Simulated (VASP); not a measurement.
A run of VASP 6.6.1:

File INCAR:

```
PREC     = Accurate       # precision mode
ENCUT    = 500            # plane-wave cutoff, eV
EDIFF    = 1E-7           # SCF threshold, eV
ISMEAR   = -1             # smearing method
SIGMA    = 0.1            # smearing width, eV
LREAL    = F              # projectors in reciprocal space
LASPH    = T              # aspherical terms in the spheres
NELM     = 120            # most SCF steps
ALGO     = Normal         # electronic algorithm
ISIF     = 3              # what is computed and relaxed
LWAVE    = F              # write WAVECAR
LCHARG   = F              # write CHGCAR
GGA      = PS             # functional
IBRION   = 2              # ionic algorithm
NSW      = 80             # ionic steps
EDIFFG   = -0.03          # ionic threshold
PSTRESS  = 100.0        
GGA_COMPAT= F            
NELMIN   = 4
```

KPOINTS

```
Automatic mesh
0
Gamma
  17 17 17
```

POSCAR

```
Sc
1.0
    0.0000000000      2.3200000000      2.3200000000
    2.3200000000      0.0000000000      2.3200000000
    2.3200000000      2.3200000000      0.0000000000
Sc
1
Direct
    0.0000000000      0.0000000000      0.0000000000
```

Potentials or basis: VASP PAW PBE potentials, release 64 (Sc_sv).

Run with:

```bash
$ cat potpaw_PBE.64/Sc_sv/POTCAR > POTCAR
$ mpirun -np 1 vasp_std > vasp.out
```

Hardware: 1 thread of AMD EPYC 9R14 (Zen 4), with other jobs on the host.

Question: Estimate the wall time of this run.

Answer: Wall time 53 s on 1 thread of AMD EPYC 9R14 (Zen 4), on a shared host, peak memory 0.14 GiB. Counts: scf iterations 29, k points 165, ion steps 3.
